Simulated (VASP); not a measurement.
# Mo (Fm-3m) in VASP: settings compared

The runs below take Mo through single point, with BLYP+D3(BJ), PBE.

Program: VASP 6.6.1. These are calculated values, not measurements. Logs are shortened: lines on timing, memory, paths and dates and some standing lists are left out, and cuts for length are marked.

**1. The cell of the first run**

Symmetry: Fm-3m, No. 225, cubic system. The conventional cell has a = 4.109 Å, b = 4.109 Å, c = 4.109 Å, α = 90.00°, β = 90.00°, γ = 90.00°. Within 3.8 Å of Mo (site symmetry m-3m) lie 12 Mo at 2.91 Å.

**2. Single point, BLYP+D3(BJ), non-collinear spin, zero start, spin-orbit coupling**

The input, INCAR:

```
PREC = Accurate ; ENCUT = 520
EDIFF = 1E-6 ; ISMEAR = -1
SIGMA = 0.05 ; LREAL = False
LASPH = True ; NELM = 150
ALGO = Normal ; ISIF = 2
LWAVE = False ; LCHARG = False
MAGMOM = 0 0 0 ; LORBIT = 11
LSORBIT = True ; GGA_COMPAT = False
LORBMOM = True ; LMAXMIX = 4
GGA = B5 ; ALDAX = 1.0
AGGAX = 1.0 ; AGGAC = 1.0
ALDAC = 0.0 ; IVDW = 12
VDW_S6 = 1.0 ; VDW_S8 = 2.6996
VDW_A1 = 0.4298 ; VDW_A2 = 4.2359
NBANDS = 25
```

The input, KPOINTS:

```
Automatic mesh
0
Gamma
  11 11 11
```

The input, POSCAR:

```
Mo
1.0
    0.0000000000      2.0545198372      2.0545198372
    2.0545198372      0.0000000000      2.0545198372
    2.0545198372      2.0545198372      0.0000000000
Mo
1
Direct
    0.0000000000      0.0000000000      0.0000000000
```

Potentials or basis: VASP PAW PBE potentials, release 64 (Mo_sv).

Started as:

```
$ cat potpaw_PBE.64/Mo_sv/POTCAR > POTCAR
$ mpirun -np 1 vasp_ncl > vasp.out
```

OUTCAR:

```text
PREC = Accurate
   ENCUT = 520
   EDIFF = 1E-6
   ISMEAR = -1
   LREAL = False
   LASPH = True
   NELM = 150
   ISIF = 2
   LORBIT = 11
   LSORBIT = True
   GGA = B5
   IVDW = 12
 IVDW          = 12

 ion  position               nearest neighbor table
   1  0.000  0.000  0.000-

  LATTYP: Found a face centered cubic cell.
 ALAT       =     4.1090396744

  Lattice vectors:

 A1 = (   0.0000000000,   2.0545198372,   2.0545198372)
 A2 = (   2.0545198372,   0.0000000000,   2.0545198372)
 A3 = (   2.0545198372,   2.0545198372,   0.0000000000)

Analysis of symmetry for initial positions (statically):
=====================================================================
 Subroutine PRICEL returns:
 Original cell was already a primitive cell.

 Routine SETGRP: Setting up the symmetry group for a
 face centered cubic supercell.

 Subroutine GETGRP returns: Found 48 space group operations
 (whereof 48 operations were pure point group operations)
 out of a pool of 48 trial point group operations.

The static configuration has the point symmetry O_h .

Analysis of symmetry for dynamics (positions and initial velocities):
=====================================================================
 Subroutine PRICEL returns:
 Original cell was already a primitive cell.

 Routine SETGRP: Setting up the symmetry group for a
 face centered cubic supercell.

 Subroutine GETGRP returns: Found 48 space group operations
 (whereof 48 operations were pure point group operations)
 out of a pool of 48 trial point group operations.

The dynamic configuration has the point symmetry O_h .

Analysis of structural, dynamic, and magnetic symmetry:
=====================================================================
 Subroutine PRICEL returns:
 Original cell was already a primitive cell.

 Routine SETGRP: Setting up the symmetry group for a
 face centered cubic supercell.

 Subroutine GETGRP returns: Found 48 space group operations
 (whereof 48 operations were pure point group operations)
 out of a pool of 48 trial point group operations.

The overall configuration has the point symmetry O_h .

 Subroutine INISYM returns: Found 48 space group operations
 (whereof 48 operations are pure point group operations),
 and found     1 'primitive' translations

----------------------------------------------------------------------------------------

                                     Primitive cell

  volume of cell :      17.3445

  direct lattice vectors                    reciprocal lattice vectors
     0.000000000  2.054519837  2.054519837    -0.243365866  0.243365866  0.243365866
     2.054519837  0.000000000  2.054519837     0.243365866 -0.243365866  0.243365866
     2.054519837  2.054519837  0.000000000     0.243365866  0.243365866 -0.243365866

  length of vectors
     2.905529818  2.905529818  2.905529818     0.421522045  0.421522045  0.421522045

  position of ions in fractional coordinates (direct lattice)
     0.000000000  0.000000000  0.000000000

  ion indices of the primitive-cell ions
   primitive index   ion index
                 1           1

----------------------------------------------------------------------------------------

 KPOINTS: Automatic mesh

Automatic generation of k-mesh.
 Grid dimensions read from file:
 generate k-points for:   11   11   11

 Generating k-lattice:

  Cartesian coordinates                     Fractional coordinates (reciprocal lattice)
    -0.022124170  0.022124170  0.022124170     0.090909091  0.000000000  0.000000000
     0.022124170 -0.022124170  0.022124170     0.000000000  0.090909091  0.000000000
     0.022124170  0.022124170 -0.022124170     0.000000000  0.000000000  0.090909091

  Length of vectors
     0.038320186  0.038320186  0.038320186

  Shift w.r.t. Gamma in fractional coordinates (k-lattice)
     0.000000000  0.000000000  0.000000000

 Subroutine IBZKPT returns following result:
 ===========================================

 Found     56 irreducible k-points:
[... 46 lines left out ...]
   EDIFF  = 0.1E-05   stopping-criterion for ELM
   LREAL  =      F    real-space projection
   EDIFFG = 0.1E-04   stopping-criterion for IOM
   NSW    =      0    number of steps for IOM
   IBRION =     -1    ionic relax: 0-MD 1-quasi-New 2-CG
   NFREE  =      0    steps in history (QN), initial steepest desc. (CG)
   ISIF   =      2    stress and relaxation
   ISYM   =      2    0-nonsym 1-usesym 2-fastsym
   POTIM  = 0.5000    time-step for ionic-motion
   TEBEG  =    0.0;   TEEND  =   0.0 temperature during run
   PSTRESS=    0.0 pullay stress
   NELECT =      14.0000    total number of electrons
   NUPDOWN=      -1.0000    fix difference up-down
   EMIN   =  10.00;   EMAX   =-10.00  energy-range for DOS
   EFERMI =   0.00;   METHOD = LEGACY
   ISMEAR =    -1;   SIGMA  =   0.05  broadening in eV -4-tet -1-fermi 0-gaus
   EFERMI_NEDOS =   21; number of points for ismear=-14 and -15
   IALGO  =     38    algorithm
   IMIX   =      4    mixing-type and parameters
     AMIX     =   0.40;   BMIX     =  1.00
     AMIX_MAG =   1.60;   BMIX_MAG =  1.00
  volume/ion in A,a.u.               =      17.34       117.05
  Fermi-wavevector in a.u.,A,eV,Ry     =   1.524277  2.880465 31.612045  2.323420
  Thomas-Fermi vector in A             =   2.632606
   LORBIT       =     11    0 simple, 1 ext, 2 COOP (PROOUT), +10 PAW based schemes
   GGA     = B5    functional components
   LHFCALC =     F    Hartree Fock is set to
   AEXX    =    0.0000 exact exchange contribution
   IVDW    =    12    specifies the selected vdW correction
   LEPSILON=     F    determine dielectric tensor
   LRPA    =     F    only Hartree local field effects (RPA)
  energy-cutoff  :      520.00
  volume of cell :       17.34
 maximum number of plane-waves:       974
 NGX is ok and might be reduce to    24
   NGX = 11   NGY = 11   NGZ = 11

 number of electron      13.9999999 magnetization       0.0000000     -0.0000000     -0.0000000

 number of electron      13.9999999 magnetization      -0.0000000      0.0000000      0.0000000

 number of electron      13.9999999 magnetization      -0.0000000     -0.0000000     -0.0000000

 number of electron      13.9999999 magnetization       0.0000000      0.0000000      0.0000000

 Free energy of the ion-electron system (eV)
  ---------------------------------------------------
  ext. energy  EPLUGINS =         0.00000000
  ---------------------------------------------------
  free energy    TOTEN  =        -9.20176720 eV

  energy without entropy =       -9.18798062  energy(sigma->0) =       -9.19487391

 E-fermi :  11.1497     XC(G=0): -12.1648

 val. band max:       11.1465681112   @ k =  -0.4545   0.1818   0.0909
 cond. band min:      11.1822263154   @ k =  -0.3636   0.0909   0.0000
 fundamental gap:      0.0356582042
 Fermi energy:        11.1497306632

 k-point     1 :       0.0000    0.0000    0.0000
  band No.  band energies     occupation
      1     -49.4143      1.00000
      2     -49.4143      1.00000
      3     -24.7136      1.00000
      4     -24.7136      1.00000
      5     -22.2155      1.00000
      6     -22.2155      1.00000
[... 661 lines left out ...]
     24      27.6504      0.00000
     25      29.6291      0.00000

 [... further k-points ...]

------------------------ aborting loop because EDIFF is reached ----------------------------------------

 Edisp (eV)   -1.51099

 E8    (eV) :    -1.1494

  FORCE on cell =-STRESS in cart. coord.  units (eV):
  Direction    XX          YY          ZZ          XY          YZ          ZX
  --------------------------------------------------------------------------------------
  -------------------------------------------------------------------------------------
  Total      -2.33641    -2.33641    -2.33641     0.00000    -0.00000     0.00000
  in kB    -215.82375  -215.82375  -215.82375     0.00000    -0.00000     0.00000
  external pressure =     -215.82 kB  Pullay stress =        0.00 kB

 VOLUME and BASIS-vectors are now :
 -----------------------------------------------------------------------------
  energy-cutoff  :      520.00
  volume of cell :       17.34
      direct lattice vectors                 reciprocal lattice vectors
     0.000000000  2.054519837  2.054519837    -0.243365866  0.243365866  0.243365866
     2.054519837  0.000000000  2.054519837     0.243365866 -0.243365866  0.243365866
     2.054519837  2.054519837  0.000000000     0.243365866  0.243365866 -0.243365866

 POSITION                                       TOTAL-FORCE (eV/Angst)
 -----------------------------------------------------------------------------------
      0.00000      0.00000      0.00000         0.000000      0.000000      0.000000
 -----------------------------------------------------------------------------------
    total drift:                               -0.000000      0.000000      0.000000

  FREE ENERGIE OF THE ION-ELECTRON SYSTEM (eV)
  ---------------------------------------------------
  free  energy   TOTEN  =       -10.7127602724 eV

  energy  without entropy=      -10.6989736892  energy(sigma->0) =      -10.70586698

 orbital moment (x)

 # of ion     p       d       tot
 ----------------------------------------
  1         0.000  -0.000  -0.000
 ----------------------------------------
            0.000  -0.000  -0.000

 orbital moment (y)

 # of ion     p       d       tot
 ----------------------------------------
  1         0.000  -0.000  -0.000
 ----------------------------------------
            0.000  -0.000  -0.000

 orbital moment (z)

 # of ion     p       d       tot
 ----------------------------------------
  1         0.000   0.000   0.000
 ----------------------------------------
            0.000   0.000   0.000

 Spin-Orbit-Coupling matrix elements

 Ion:    1  E_soc:     -0.2152774
 l=   1
     0.0000000    -0.0302635    -0.0302635
    -0.0302635     0.0000000    -0.0302635
    -0.0302635    -0.0302635     0.0000000
 l=   2
     0.0000000    -0.0012322     0.0000000    -0.0012322    -0.0043839
    -0.0012322     0.0000000    -0.0032879    -0.0012322    -0.0010960
     0.0000000    -0.0032879     0.0000000    -0.0032879     0.0000000
    -0.0012322    -0.0012322    -0.0032879     0.0000000    -0.0010960
    -0.0043839    -0.0010960     0.0000000    -0.0010960     0.0000000
 l=   3
     0.0000000     0.0000000     0.0000000     0.0000000     0.0000000     0.0000000     0.0000000
     0.0000000     0.0000000     0.0000000     0.0000000     0.0000000     0.0000000     0.0000000
     0.0000000     0.0000000     0.0000000     0.0000000     0.0000000     0.0000000     0.0000000
     0.0000000     0.0000000     0.0000000     0.0000000     0.0000000     0.0000000     0.0000000
     0.0000000     0.0000000     0.0000000     0.0000000     0.0000000     0.0000000     0.0000000
     0.0000000     0.0000000     0.0000000     0.0000000     0.0000000     0.0000000     0.0000000
     0.0000000     0.0000000     0.0000000     0.0000000     0.0000000     0.0000000     0.0000000

 total charge

# of ion       s       p       d       tot
------------------------------------------
    1        2.356   6.148   3.878  12.382

 magnetization (x)

# of ion       s       p       d       tot
------------------------------------------
    1       -0.000   0.000  -0.000  -0.000

 magnetization (y)

# of ion       s       p       d       tot
------------------------------------------
    1        0.000   0.000  -0.000  -0.000

 magnetization (z)

# of ion       s       p       d       tot
------------------------------------------
    1        0.000   0.000  -0.000  -0.000
```

It took 42 s on 1 thread of Intel Xeon Platinum 8375C at 2.90GHz (Ice Lake), shared host; peak memory 0.22 GiB.

Results:

| Item | Value |
| --- | --- |
| Free energy | -10.7128 eV |
| Pressure | -21.6 GPa |
| Net moment | 0.00 μB per cell |
| Valence electrons inside the program's atomic spheres | Mo 12.38 |
| Dispersion energy per atom | -1.511 eV |

Moments on the atoms (μB; x, y, z):
```
Mo  0.00 0.00 0.00
```

Caveat: three body term missing; the PAW data sets were made with another functional, which shifts forces and pressure a little.

**3. Single point, PBE**

This run uses another cell than the first one, of 16.36 Å³/atom, 0.943 times its volume.

The input, INCAR:

```
ALGO = Normal ; EDIFF = 1E-6
ENCUT = 500 ; GGA = PE
GGA_COMPAT = F ; ISIF = 2
ISMEAR = -1 ; LASPH = T
LCHARG = F ; LREAL = F
LWAVE = F ; NBANDS = 13
NELM = 120 ; PREC = Accurate
SIGMA = 0.02
```

The input, KPOINTS:

```
k-points
0
Gamma
  4 4 4
```

The input, POSCAR:

```
Mo
1.0
    0.0000000000      2.0150000000      2.0150000000
    2.0150000000      0.0000000000      2.0150000000
    2.0150000000      2.0150000000      0.0000000000
Mo
1
Direct
    0.0000000000      0.0000000000      0.0000000000
```

Potentials or basis: VASP PAW PBE potentials, release 64 (Mo_sv).

Started as:

```
$ cat potpaw_PBE.64/Mo_sv/POTCAR > POTCAR
$ mpirun -np 1 vasp_std > vasp.out
```

It took 3 s on 1 thread of Intel Xeon 6975P-C, shared host; peak memory 0.14 GiB.

Results (log left out):

```
Free energy            : -10.5565 eV
Pressure               : -2.0 GPa
Band gap on the k mesh : zero (band 7 reaches 15.31 eV, above the bottom of band 8 at 10.78 eV)
```

Levels at points of the mesh, in eV from the Fermi level:
```tsv
k point	band 3	band 4	band 5	band 6	band 7	band 8	band 9	band 10	band 11	band 12
(0.00, 0.00, 0.00)	-34.04	-34.04	-6.57	-0.59	-0.59	-0.59	1.99	1.99	13.22	18.33
(0.50, 0.00, 0.00)	-34.20	-34.20	-4.40	-0.77	-0.77	1.57	3.99	3.99	10.88	12.87
(0.50, 0.50, 0.00)	-34.47	-34.47	-4.73	-4.04	3.94	4.01	4.56	4.56	12.40	12.40
```

Caveat: the k points lie up to 0.68 Å⁻¹ apart.
